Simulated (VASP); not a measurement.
Wanted: the native input for a VASP 6.6.1 run.

```yaml
Task: single point
Functional: PBE
Potentials_or_basis: VASP PAW PBE potentials, release 64 (Ti_sv, Te, As)
Cutoff: 520 eV
k_mesh: 6 × 6 × 4
Occupations: gaussian, width 0.1 eV
Spin: no spin polarisation
Dipole_correction: no
Further_INCAR_settings: ALGO = Normal; EDIFF = 1e-07; NBANDS = 24
```

The structure of TiTeAs3 lies in POSCAR:

```
TiTeAs3
1.0
    4.6347561431      0.0000000000      0.0000000000
   -2.3173780715      4.0138165602      0.0000000000
    0.0000000000      0.0000000000      5.9473755784
Ti Te As
1 1 3
Direct
    0.3333333333      0.6666666667      0.5000000000
    0.6666666667      0.3333333333      0.0000000000
    0.0000000000      0.0000000000      0.7171573949
    0.0000000000      0.0000000000      0.2828426051
    0.6666666667      0.3333333333      0.5000000000
```

The cell was built from a structure type or drawn by symmetry, and may not be a known phase.

These files were run (other wordings do the same):

INCAR

```
  PREC = Accurate
  ENCUT = 520
  EDIFF = 1E-7
  ISMEAR = 0
  SIGMA = 0.1
  LREAL = F
  LASPH = T
  NELM = 60
  ALGO = Normal
  ISIF = 2
  LWAVE = F
  LCHARG = T
  GGA = PE
  LELF = T
  LVHAR = T
  NBANDS = 24
```

KPOINTS

```
regular mesh
0
Gamma
  6 6 4
```

Potentials or basis: VASP PAW PBE potentials, release 64 (Ti_sv, Te, As).

The run is started by

```console
$ cat potpaw_PBE.64/Ti_sv/POTCAR potpaw_PBE.64/Te/POTCAR potpaw_PBE.64/As/POTCAR > POTCAR
$ mpirun -np 1 vasp_std > vasp.out
```

It gave:

```json
{
 "Pressure": "0.0 GPa",
 "Largest force": "0.004 eV/Å",
 "Band gap on the k mesh": "zero (an odd number of electrons rules out a gap without spin polarisation)"
}
```

Caveat: spin-orbit coupling is left out, which moves the levels of the heavy elements.

It took 2.8 min on 1 thread of Intel Xeon 8259CL, on a shared host, peak memory 0.26 GiB.
